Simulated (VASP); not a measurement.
# In (Cmce) in VASP: a series of runs

In is run at these levels: r2SCAN; tasks: single point, relaxation of cell and atoms.

All numbers are computed with VASP 6.6.1; they aren't measurements. Logs are shortened: lines on timing, memory, paths and dates and some standing lists are left out, and cuts for length are marked.

## (1) The cell of the first run

The structure is orthorhombic, space group Cmce (No. 64). The conventional cell has a = 5.080 Å, b = 8.609 Å, c = 5.087 Å, α = 90.00°, β = 90.00°, γ = 90.00°. Within 3.6 Å of In (site symmetry m) lie 7 In at 2.74 to 3.15 Å.

## (2) Single point, r2SCAN

File POSCAR:

```
In
1.0
    2.5398961735     -4.3046529956      0.0000000000
    2.5398961735      4.3046529956      0.0000000000
    0.0000000000      0.0000000000      5.0865493369
In
4
Direct
    0.1525000000      0.8475000000      0.0785000000
    0.6525000000      0.3475000000      0.4215000000
    0.8475000000      0.1525000000      0.9215000000
    0.3475000000      0.6525000000      0.5785000000
```

File INCAR.step1:

```
ALGO = Normal
EDIFF = 1E-4
ENCUT = 520
GGA = PE
ISMEAR = 0
LASPH = True
LCHARG = False
LREAL = False
LWAVE = True
NBANDS = 34
NELM = 60
PREC = Accurate
SIGMA = 0.1
```

File INCAR.step2:

```
ALGO = Normal
EDIFF = 1E-6
ENCUT = 520
ISIF = 2
ISMEAR = 0
ISTART = 1
LASPH = True
LCHARG = True
LELF = True
LMIXTAU = True
LREAL = False
LVHAR = True
LWAVE = False
METAGGA = R2SCAN
NBANDS = 34
NELM = 60
PREC = Accurate
SIGMA = 0.1
```

File KPOINTS:

```
k-points
0
Gamma
  4 4 4
```

Potentials or basis: VASP PAW PBE potentials, release 64 (In_d).

The run is started by

```bash
$ cat potpaw_PBE.64/In_d/POTCAR > POTCAR
$ cp INCAR.step1 INCAR
$ mpirun -np 1 vasp_std > vasp.out
$ cp INCAR.step2 INCAR
$ mpirun -np 1 vasp_std > vasp.out
```

OUTCAR:

```text
EDIFF = 1E-6
   ENCUT = 520
   ISIF = 2
   ISMEAR = 0
   ISTART = 1
   LASPH = True
   LREAL = False
   METAGGA = R2SCAN
   NELM = 60
   PREC = Accurate

 ion  position               nearest neighbor table
   1  0.153  0.847  0.078-   3 2.74   4 3.05   4 3.05   2 3.08   2 3.08   3 3.15   3 3.15
   2  0.653  0.347  0.422-   4 2.74   3 3.05   3 3.05   1 3.08   1 3.08   4 3.15   4 3.15
   3  0.847  0.153  0.922-   1 2.74   2 3.05   2 3.05   4 3.08   4 3.08   1 3.15   1 3.15
   4  0.347  0.653  0.578-   2 2.74   1 3.05   1 3.05   3 3.08   3 3.08   2 3.15   2 3.15

  LATTYP: Found a base centered orthorhombic cell.
 ALAT       =     5.0797923470
 B/A-ratio  =     1.6948145521
 C/A-ratio  =     1.0013301705

  Lattice vectors:

 A1 = (   2.5398961735,  -4.3046529956,   0.0000000000)
 A2 = (   2.5398961735,   4.3046529956,   0.0000000000)
 A3 = (   0.0000000000,   0.0000000000,   5.0865493369)

Analysis of symmetry for initial positions (statically):
=====================================================================
 Subroutine PRICEL returns:
 Original cell was already a primitive cell.

 Routine SETGRP: Setting up the symmetry group for a
 base centered orthorhombic supercell.

 Subroutine GETGRP returns: Found  8 space group operations
 (whereof  4 operations were pure point group operations)
 out of a pool of  8 trial point group operations.

The static configuration has the point symmetry C_2h.
 The point group associated with its full space group is D_2h.

Analysis of symmetry for dynamics (positions and initial velocities):
=====================================================================
 Subroutine PRICEL returns:
 Original cell was already a primitive cell.

 Routine SETGRP: Setting up the symmetry group for a
 base centered orthorhombic supercell.

 Subroutine GETGRP returns: Found  8 space group operations
 (whereof  4 operations were pure point group operations)
 out of a pool of  8 trial point group operations.

The dynamic configuration has the point symmetry C_2h.
 The point group associated with its full space group is D_2h.

 Subroutine INISYM returns: Found  8 space group operations
 (whereof  4 operations are pure point group operations),
 and found     1 'primitive' translations

----------------------------------------------------------------------------------------

                                     Primitive cell

  volume of cell :     111.2263

  direct lattice vectors                    reciprocal lattice vectors
     2.539896173 -4.304652996  0.000000000     0.196858441 -0.116153381  0.000000000
     2.539896173  4.304652996  0.000000000     0.196858441  0.116153381  0.000000000
     0.000000000  0.000000000  5.086549337     0.000000000  0.000000000  0.196596933

  length of vectors
     4.998110642  4.998110642  5.086549337     0.228571331  0.228571331  0.196596933

  position of ions in fractional coordinates (direct lattice)
     0.152500000  0.847500000  0.078500000
     0.652500000  0.347500000  0.421500000
     0.847500000  0.152500000  0.921500000
     0.347500000  0.652500000  0.578500000

  ion indices of the primitive-cell ions
   primitive index   ion index
                 1           1
                 2           2
                 3           3
                 4           4

----------------------------------------------------------------------------------------

 KPOINTS: k-points

Automatic generation of k-mesh.
 Grid dimensions read from file:
 generate k-points for:    4    4    4

 Generating k-lattice:

  Cartesian coordinates                     Fractional coordinates (reciprocal lattice)
     0.049214610 -0.029038345  0.000000000     0.250000000  0.000000000  0.000000000
     0.049214610  0.029038345  0.000000000     0.000000000  0.250000000  0.000000000
     0.000000000  0.000000000  0.049149233     0.000000000  0.000000000  0.250000000

  Length of vectors
     0.057142833  0.057142833  0.049149233

  Shift w.r.t. Gamma in fractional coordinates (k-lattice)
     0.000000000  0.000000000  0.000000000

 Subroutine IBZKPT returns following result:
 ===========================================

 Found     21 irreducible k-points:

 Following reciprocal coordinates:
            Coordinates               Weight
  0.000000  0.000000  0.000000      1.000000
  0.250000  0.000000  0.000000      4.000000
  0.500000  0.000000  0.000000      2.000000
  0.250000  0.250000  0.000000      2.000000
  0.500000  0.250000  0.000000      4.000000
 -0.250000  0.250000  0.000000      2.000000
[... 13 lines left out ...]
 -0.250000  0.250000  0.500000      2.000000
  0.500000  0.500000  0.500000      1.000000
   k-points           NKPTS =     21   k-points in BZ     NKDIM =     21   number of bands    NBANDS=     34
   number of dos      NEDOS =    301   number of ions     NIONS =      4
   total plane-waves  NPLWV =  64000
   dimension x,y,z NGX =    40 NGY =   40 NGZ =   40
[... 46 lines left out ...]
 Gauss-broadening in eV      SIGMA  =   0.10
  energy-cutoff  :      520.00
  volume of cell :      111.23
 maximum number of plane-waves:      3016
 NGX is ok and might be reduce to    40
   NGX = 19   NGY = 19   NGZ = 19

 number of electron      51.9999998 magnetization

 Free energy of the ion-electron system (eV)
  ---------------------------------------------------
  ext. energy  EPLUGINS =         0.00000000
  ---------------------------------------------------
  free energy    TOTEN  =       -90.38119467 eV

  energy without entropy =      -90.37155821  energy(sigma->0) =      -90.37637644

 E-fermi :   6.6242     XC(G=0): -10.5376

 val. band max:        6.5963921634   @ k =   0.2500   0.2500   0.0000
 cond. band min:       6.6421184886   @ k =   0.2500   0.2500   0.0000
 fundamental gap:      0.0457263252
 Fermi energy:         6.6242103063

 k-point     1 :       0.0000    0.0000    0.0000
  band No.  band energies     occupation
      1      -8.8635      2.00000
      2      -8.8396      2.00000
      3      -8.8275      2.00000
      4      -8.8168      2.00000
      5      -8.7026      2.00000
      6      -8.6449      2.00000
[... 26 lines left out ...]
     33      12.6256      0.00000
     34      13.1799      0.00000

 k-point     2 :       0.2500    0.0000    0.0000
  band No.  band energies     occupation
      1      -8.8791      2.00000
      2      -8.8586      2.00000
      3      -8.8059      2.00000
      4      -8.8022      2.00000
      5      -8.6802      2.00000
      6      -8.6312      2.00000
[... 26 lines left out ...]
     33      12.0855      0.00000
     34      13.0390      0.00000

 k-point     3 :       0.5000    0.0000    0.0000
  band No.  band energies     occupation
      1      -8.8884      2.00000
      2      -8.8884      2.00000
      3      -8.7445      2.00000
      4      -8.7445      2.00000
      5      -8.7201      2.00000
      6      -8.7201      2.00000
[... 26 lines left out ...]
     33      13.1216      0.00000
     34      13.1216      0.00000

 k-point     4 :       0.2500    0.2500    0.0000
  band No.  band energies     occupation
      1      -8.9541      2.00000
      2      -8.8413      2.00000
      3      -8.7843      2.00000
      4      -8.7443      2.00000
      5      -8.7294      2.00000
      6      -8.6491      2.00000
[... 26 lines left out ...]
     33      13.3110      0.00000
     34      13.8608      0.00000

 k-point     5 :       0.5000    0.2500    0.0000
  band No.  band energies     occupation
      1      -8.9730      2.00000
      2      -8.8375      2.00000
      3      -8.7888      2.00000
      4      -8.7785      2.00000
      5      -8.7088      2.00000
      6      -8.6880      2.00000
[... 510 lines left out ...]
 k-point    19 :       0.5000    0.2500    0.5000
  band No.  band energies     occupation
      1      -8.9028      2.00000
      2      -8.9028      2.00000
      3      -8.7830      2.00000
      4      -8.7830      2.00000
      5      -8.7136      2.00000
      6      -8.7136      2.00000
[... 26 lines left out ...]
     33      14.4984      0.00000
     34      14.4984      0.00000

 k-point    20 :      -0.2500    0.2500    0.5000
  band No.  band energies     occupation
      1      -8.8798      2.00000
      2      -8.8798      2.00000
      3      -8.7745      2.00000
      4      -8.7745      2.00000
      5      -8.7205      2.00000
      6      -8.7205      2.00000
[... 26 lines left out ...]
     33      12.9863      0.00000
     34      12.9863      0.00000

 k-point    21 :       0.5000    0.5000    0.5000
  band No.  band energies     occupation
      1      -8.9065      2.00000
      2      -8.9065      2.00000
      3      -8.7877      2.00000
      4      -8.7877      2.00000
      5      -8.7431      2.00000
      6      -8.7431      2.00000
[... 26 lines left out ...]
     33      14.4826      0.00000
     34      14.4826      0.00000

------------------------ aborting loop because EDIFF is reached ----------------------------------------

  FORCE on cell =-STRESS in cart. coord.  units (eV):
  Direction    XX          YY          ZZ          XY          YZ          ZX
  --------------------------------------------------------------------------------------
  -------------------------------------------------------------------------------------
  Total        0.9940018      2.4388353      0.2386768      0.0000000      0.0000000      0.0000000
  in kB       14.3182640     35.1306093      3.4380592      0.0000000      0.0000000      0.0000000
  external PRESSURE =      17.6289775 kB  Pullay stress =       0.0000000 kB

 VOLUME and BASIS-vectors are now :
 -----------------------------------------------------------------------------
  energy-cutoff  :      520.00
  volume of cell :      111.23
      direct lattice vectors                 reciprocal lattice vectors
     2.539896173 -4.304652996  0.000000000     0.196858441 -0.116153381  0.000000000
     2.539896173  4.304652996  0.000000000     0.196858441  0.116153381  0.000000000
     0.000000000  0.000000000  5.086549337     0.000000000  0.000000000  0.196596933

 POSITION                                       TOTAL-FORCE (eV/Angst)
 -----------------------------------------------------------------------------------
      2.53990      2.99173      0.39929         0.000000     -0.540205      0.137828
      2.53990     -1.31292      2.14398         0.000000     -0.540205     -0.137828
      2.53990     -2.99173      4.68726         0.000000      0.540205     -0.137828
      2.53990      1.31292      2.94257         0.000000      0.540205      0.137828
 -----------------------------------------------------------------------------------
    total drift:                                0.000000      0.000000     -0.000000

  FREE ENERGIE OF THE ION-ELECTRON SYSTEM (eV)
  ---------------------------------------------------
  free  energy   TOTEN  =       -90.3811946677 eV

  energy  without entropy=      -90.3715582079  energy(sigma->0) =      -90.37637644
```

Wall time 3.3 min (1 thread of Intel Xeon Platinum 8375C at 2.90GHz (Ice Lake), shared host); peak memory 0.27 GiB.

What came out:

```
Free energy            : -90.3812 eV
Pressure               : 1.8 GPa
Largest force          : 0.558 eV/Å
Band gap on the k mesh : zero (band 26 reaches 7.01 eV, above the bottom of band 27 at 5.99 eV)
```

Forces in eV/Å, atoms in the order of the input:
```
In   0.000 -0.540  0.138
In   0.000 -0.540 -0.138
In   0.000  0.540 -0.138
In   0.000  0.540  0.138
```

Stress tensor (GPa, compression positive):
```
1.43 0.00 0.00
0.00 3.51 0.00
0.00 0.00 0.34
```

Levels at points of the mesh, in eV from the Fermi level:
```
           k point  band 22  band 23  band 24  band 25  band 26  band 27  band 28  band 29  band 30  band 31
(0.00, 0.00, 0.00)    -4.00    -3.27    -1.51    -1.33    -0.76     1.03     1.07     1.07     4.53     4.92
(0.50, 0.00, 0.00)    -7.65    -3.17    -3.17    -1.11    -1.11     0.93     0.93     3.65     3.65     4.95
(0.50, 0.50, 0.00)    -6.57    -3.90    -2.82    -1.47    -1.15     1.15     1.20     2.86     3.34     4.09
(0.00, 0.00, 0.50)    -8.20    -0.18    -0.18    -0.07    -0.07     0.19     0.19     2.01     2.01     3.65
(0.50, 0.00, 0.50)    -6.46    -5.45    -5.45    -1.40    -1.40     0.67     0.67     6.30     6.30     7.05
(0.50, 0.50, 0.50)    -6.68    -4.91    -4.91    -0.97    -0.97    -0.63    -0.63     5.83     5.83     7.17
```

Caveat: the PAW data sets were made with another functional, which shifts forces and pressure a little; spin-orbit coupling is left out, which moves the levels of the heavy elements.

## (3) Single point, r2SCAN

This run uses another cell than the first one, of 28.97 Å³/atom, 1.042 times its volume.

File POSCAR:

```
In
1.0
    2.5967739781     -4.3407518174      0.0000000000
    2.5967739781      4.3407518174      0.0000000000
    0.0000000000      0.0000000000      5.1408630019
In
4
Direct
    0.1585046424      0.8414953576      0.0844556457
    0.6585046424      0.3414953576      0.4155443543
    0.8414953576      0.1585046424      0.9155443543
    0.3414953576      0.6585046424      0.5844556457
```

File INCAR.step1:

```
SYSTEM = In
ALGO = Normal
EDIFF = 1E-4
ENCUT = 520
GGA = PE
ISMEAR = 0
LASPH = .TRUE.
LCHARG = .FALSE.
LREAL = .FALSE.
LWAVE = .TRUE.
NBANDS = 34
NELM = 100
PREC = Accurate
SIGMA = 0.1
```

File INCAR.step2:

```
SYSTEM = In
ALGO = Normal
EDIFF = 1E-7
ENCUT = 520
ISIF = 2
ISMEAR = 0
ISTART = 1
LASPH = .TRUE.
LCHARG = .TRUE.
LELF = .TRUE.
LMIXTAU = .TRUE.
LREAL = .FALSE.
LVHAR = .TRUE.
LWAVE = .FALSE.
METAGGA = R2SCAN
NBANDS = 34
NELM = 100
PREC = Accurate
SIGMA = 0.1
```

File KPOINTS:

```
k-points
0
G
  4 4 4
  0 0 0
```

Potentials or basis: VASP PAW PBE potentials, release 64 (In_d).

The run is started by

```bash
$ cat potpaw_PBE.64/In_d/POTCAR > POTCAR
$ cp INCAR.step1 INCAR
$ mpirun -np 1 vasp_std > vasp.out
$ cp INCAR.step2 INCAR
$ mpirun -np 1 vasp_std > vasp.out
```

Run time: 3.5 min. Hardware: 1 thread of Intel Xeon Platinum 8488C (Sapphire Rapids), shared host; peak memory 0.28 GiB.

It converged, with:

| Quantity | Value |
| --- | --- |
| Free energy | -90.4656 eV |
| Pressure | 0.0 GPa |
| Largest force | 0.038 eV/Å |
| Band gap on the k mesh | zero (band 26 reaches 6.55 eV, above the bottom of band 27 at 5.36 eV) |

Forces in eV/Å, atoms in the order of the input:
```
In   0.000  0.037  0.011
In   0.000  0.037 -0.011
In   0.000 -0.037 -0.011
In   0.000 -0.037  0.011
```

Stress tensor (GPa, compression positive):
```
 0.06  0.00  0.00
 0.00 -0.14  0.00
 0.00  0.00  0.06
```

Levels at points of the mesh, in eV from the Fermi level:
```
           k point  band 22  band 23  band 24  band 25  band 26  band 27  band 28  band 29  band 30  band 31
(0.00, 0.00, 0.00)    -3.80    -3.20    -1.83    -1.50    -0.41     0.97     1.03     1.28     4.23     4.71
(0.50, 0.00, 0.00)    -7.51    -2.99    -2.99    -1.13    -1.13     0.94     0.94     3.72     3.72     4.86
(0.50, 0.50, 0.00)    -6.10    -3.86    -2.77    -1.54    -1.20     1.23     1.49     2.65     3.34     3.90
(0.00, 0.00, 0.50)    -7.99    -0.47    -0.47     0.04     0.04     0.12     0.12     1.92     1.92     3.81
(0.50, 0.00, 0.50)    -6.29    -5.43    -5.43    -1.21    -1.21     0.80     0.80     6.10     6.10     6.95
(0.50, 0.50, 0.50)    -6.64    -4.53    -4.53    -0.97    -0.97    -0.80    -0.80     5.82     5.82     6.82
```

Caveat: the PAW data sets were made with another functional, which shifts forces and pressure a little; spin-orbit coupling is left out, which moves the levels of the heavy elements.

## (4) Relaxation of cell and atoms, r2SCAN

File POSCAR:

```
In
1.0
    2.5398961735     -4.3046529956      0.0000000000
    2.5398961735      4.3046529956      0.0000000000
    0.0000000000      0.0000000000      5.0865493369
In
4
Direct
    0.1525000000      0.8475000000      0.0785000000
    0.6525000000      0.3475000000      0.4215000000
    0.8475000000      0.1525000000      0.9215000000
    0.3475000000      0.6525000000      0.5785000000
```

File INCAR.step1:

```
SYSTEM = In
  PREC = Accurate
  ENCUT = 600
  ISMEAR = 0
  SIGMA = 0.1
  LREAL = .False.
  LASPH = .True.
  NELM = 100
  GGA = PE
  ALGO = Normal
  EDIFF = 1E-4
  LWAVE = .True.
  LCHARG = .False.
```

File INCAR.step2:

```
SYSTEM = In
  PREC = Accurate
  ENCUT = 600
  EDIFF = 1E-6
  ISMEAR = 0
  SIGMA = 0.1
  LREAL = .False.
  LASPH = .True.
  NELM = 100
  ALGO = Normal
  ISIF = 3
  LWAVE = .False.
  LCHARG = .False.
  METAGGA = R2SCAN
  LMIXTAU = .True.
  IBRION = 2
  NSW = 90
  EDIFFG = -0.04
  ISTART = 1
```

File KPOINTS:

```
regular mesh
0
Gamma
  4 4 4
  0 0 0
```

The run is started by

```bash
$ cat potpaw_PBE.64/In_d/POTCAR > POTCAR
$ cp INCAR.step1 INCAR
$ mpirun -np 1 vasp_std > vasp.out
$ cp INCAR.step2 INCAR
$ mpirun -np 1 vasp_std > vasp.out
```

It took 19 min on 1 thread of Intel Xeon Platinum 8488C (Sapphire Rapids), shared host; peak memory 0.31 GiB.

The run converged. Its results:

- Free energy: -90.4658 eV
- Relaxed volume: 28.97 Å³/atom
- Relaxed cell: a = 5.061 Å, b = 5.061 Å, c = 5.138 Å, α = 90.00°, β = 90.00°, γ = 118.26°
- Space group after relaxing (to 0.05 Å): Cmce (No. 64)
- Energy gained by relaxing: 20.4 meV/atom
- Ionic steps: 7
- Pressure after relaxing: 0.1 GPa
- Largest force after relaxing: 0.039 eV/Å
- Band gap on the k mesh: zero (band 26 reaches 6.55 eV, above the bottom of band 27 at 5.37 eV)

Forces on the atoms (eV/Å):
```
In   0.000  0.016  0.035
In   0.000  0.016 -0.035
In   0.000 -0.016 -0.035
In   0.000 -0.016  0.035
```

Stress tensor (GPa, compression positive):
```
0.01 0.00 0.00
0.00 0.03 0.00
0.00 0.00 0.11
```

Step by step:
```
step  energy change (eV)  largest force (eV/Å)  pressure (GPa)  volume (Å³)
   1              0.0000                0.5568            1.84       111.23
   2             -0.0658                0.1079           -0.21       116.43
   3             -0.0660                0.1284           -0.07       116.10
   4             -0.0732                0.1066           -0.09       116.15
   5             -0.0805                0.0518           -0.09       116.23
   6             -0.0805                0.0490           -0.08       116.24
   7             -0.0816                0.0386            0.05       115.90
```

Final structure:
```
In
1.0
     2.59654   -4.34374    0.00000
     2.59654    4.34374    0.00000
     0.00000    0.00000    5.13782
In
4
Cartesian
  2.5965 2.9673 0.4180
  2.5965 -1.3765 2.1509
  2.5965 -2.9673 4.7198
  2.5965 1.3765 2.9869
```

Levels at points of the mesh, in eV from the Fermi level:
| k point | band 23 | band 24 | band 25 | band 26 | band 27 | band 28 | band 29 | band 30 |
| --- | --- | --- | --- | --- | --- | --- | --- | --- |
| (0.00, 0.00, 0.00) | -3.16 | -1.84 | -1.49 | -0.43 | 0.98 | 0.98 | 1.30 | 4.20 |
| (0.50, 0.00, 0.00) | -2.99 | -2.99 | -1.11 | -1.11 | 0.91 | 0.91 | 3.70 | 3.70 |
| (0.50, 0.50, 0.00) | -3.88 | -2.77 | -1.55 | -1.20 | 1.21 | 1.50 | 2.63 | 3.28 |
| (0.00, 0.00, 0.50) | -0.48 | -0.48 | 0.06 | 0.06 | 0.09 | 0.09 | 1.94 | 1.94 |
| (0.50, 0.00, 0.50) | -5.42 | -5.42 | -1.23 | -1.23 | 0.80 | 0.80 | 6.06 | 6.06 |
| (0.50, 0.50, 0.50) | -4.56 | -4.56 | -0.97 | -0.97 | -0.79 | -0.79 | 5.81 | 5.81 |

Caveat: the PAW data sets were made with another functional, which shifts forces and pressure a little; spin-orbit coupling is left out, which moves the levels of the heavy elements.

## (5) Overview

| task | cell | cutoff (eV) | gap on the mesh (eV) | pressure (GPa) | largest force (eV/Å) |
| --- | --- | --- | --- | --- | --- |
| single point | a = 4.998, b = 4.998, c = 5.087 Å, angles 90.0, 90.0, 118.9°, 4 atoms | 520 | none | 1.8 | 0.56 |
| single point | a = 5.058, b = 5.058, c = 5.141 Å, angles 90.0, 90.0, 118.2°, 4 atoms | 520 | none | 0.0 | 0.04 |
| relaxation of cell and atoms | relaxed from a = 4.998, b = 4.998, c = 5.087 Å, angles 90.0, 90.0, 118.9°, 4 atoms | 600 | none | 0.1 | 0.04 |

Alike in all rows: level r2SCAN; potentials or basis VASP PAW PBE potentials, release 64 (In_d); no spin polarisation; k mesh 4 × 4 × 4; smearing gaussian 0.1 eV.

Caveats: the PAW data sets were made with another functional, which shifts forces and pressure a little; spin-orbit coupling is left out, which moves the levels of the heavy elements.

Total energies depend on the potentials used, so only differences within one code and one set of settings carry meaning.
